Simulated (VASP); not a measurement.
A run of VASP 6.6.1:

Contents of POSCAR:

```
TiH2
1.0
   -1.5974601184      1.5974601184      2.0867574967
    1.5974601184     -1.5974601184      2.0867574967
    1.5974601184      1.5974601184     -2.0867574967
Ti H
1 2
Direct
    0.0000000000      0.0000000000      0.0000000000
    0.7500000000      0.2500000000      0.5000000000
    0.2500000000      0.7500000000      0.5000000000
```

The input INCAR.step1:

```
PREC = Accurate
ENCUT = 520
ISMEAR = 0
SIGMA = 0.1
LREAL = F
LASPH = T
NELM = 100
NBANDS = 14
GGA = PE
ALGO = Normal
EDIFF = 1E-4
LWAVE = T
LCHARG = F
```

The input INCAR.step2:

```
PREC = Accurate
ENCUT = 520
EDIFF = 1E-7
ISMEAR = 0
SIGMA = 0.1
LREAL = F
LASPH = T
NELM = 100
ALGO = Normal
ISIF = 2
LWAVE = F
LCHARG = F
METAGGA = R2SCAN
LMIXTAU = T
NBANDS = 14
ISTART = 1
```

KPOINTS

```
regular mesh
0
Gamma
  18 18 18
```

Potentials or basis: VASP PAW PBE potentials, release 64 (Ti_sv, H).

The run is started by

```bash
$ cat potpaw_PBE.64/Ti_sv/POTCAR potpaw_PBE.64/H/POTCAR > POTCAR
$ cp INCAR.step1 INCAR
$ mpirun -np 1 vasp_std > vasp.out
$ cp INCAR.step2 INCAR
$ mpirun -np 1 vasp_std > vasp.out
```

Hardware: 1 thread of Intel(R) Xeon(R) 6975P-C (Granite Rapids), with other jobs on the host.

Estimate the wall time of this run.

It took 3 min on 1 thread of Intel(R) Xeon(R) 6975P-C (Granite Rapids), on a shared host, peak memory 0.26 GiB. Counts: k points 480.
